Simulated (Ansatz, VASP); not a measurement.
# Two plane-wave programs on BeTe

Contents of INCAR:

```
PREC = Accurate ; ENCUT = 600
EDIFF = 1E-6 ; ISMEAR = 1
SIGMA = 0.2 ; LREAL = False
LASPH = True ; NELM = 120
ALGO = Normal ; ISIF = 2
LWAVE = False ; LCHARG = False
GGA = PE ; NBANDS = 11
GGA_COMPAT = False
```

The input KPOINTS:

```
Automatic mesh
0
Gamma
  6 6 6
```

POSCAR

```
BeTe
1.0
    0.0000000000      2.8286236224      2.8286236224
    2.8286236224      0.0000000000      2.8286236224
    2.8286236224      2.8286236224      0.0000000000
Be Te
1 1
Direct
    0.0000000000      0.0000000000      0.0000000000
    0.2500000000      0.2500000000      0.2500000000
```

Input for Ansatz:

```yaml
crystal:
  lattice:
    - [0.0, 2.8286236224, 2.8286236224]
    - [2.8286236224, 0.0, 2.8286236224]
    - [2.8286236224, 2.8286236224, 0.0]
  atoms:
    - { symbol: Be, position: [0.0, 0.0, 0.0] }
    - { symbol: Te, position: [0.25, 0.25, 0.25] }
kpoints:
  mp_grid: { grid: [6, 6, 6] }
hamiltonian:
  xc: pbe
scf:
  occupations: { method: cold, width: 0.2 }
  n_extra_bands: 4
output:
  forces: true
  stress: true
  eigenvalues: true
```

Alike in both runs: task single point; functional PBE; k mesh 6 × 6 × 6; no spin polarisation.

|  | VASP | Ansatz |
| --- | --- | --- |
| version | VASP 6.6.1 | Ansatz 0.2.0 |
| potentials or method | VASP PAW PBE potentials, release 64 (Be, Te) | plane waves |
| plane-wave cutoff (eV) | 600 | 420 |
| occupations | methfessel-paxton of order 1, width 0.2 eV | cold, width 0.2 eV |
| valence electrons in the cell | 8 | 18 |

Ansatz gave:

```
gap on the k mesh at the Fermi level (eV) : 2.02
pressure (GPa)                            : 0.2
```

Question: Which values does VASP return?

Answer: gap on the k mesh at the Fermi level (eV): 2.01; pressure (GPa): 0.4.

VASP's potentials hold 8 valence electrons a cell and Ansatz's 18, so a difference there can come from the potentials and not from the codes.

Spin-orbit coupling is off throughout.
